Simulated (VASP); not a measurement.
A run of VASP 6.6.1 is set up as follows.

INCAR

```
PREC = Accurate ; ENCUT = 520
EDIFF = 1E-6 ; ISMEAR = -1
SIGMA = 0.08 ; LREAL = False
LASPH = True ; NELM = 100
ALGO = Normal ; ISIF = 2
LWAVE = False ; LCHARG = False
GGA = PS ; NBANDS = 14
```

Contents of KPOINTS:

```
Automatic mesh
0
Gamma
  16 16 16
```

Contents of POSCAR:

```
Rh
1.0
    0.0000000000      1.9265732643      1.9265732643
    1.9265732643      0.0000000000      1.9265732643
    1.9265732643      1.9265732643      0.0000000000
Rh
1
Direct
    0.0000000000      0.0000000000      0.0000000000
```

Potentials or basis: VASP PAW PBE potentials, release 64 (Rh_pv).

Command:

```console
$ cat potpaw_PBE.64/Rh_pv/POTCAR > POTCAR
$ mpirun -np 1 vasp_std > vasp.out
```

Question: Estimate the pressure.

Answer: -14.5 GPa.

Caveat: the PAW data sets were made with another functional, which shifts forces and pressure a little.
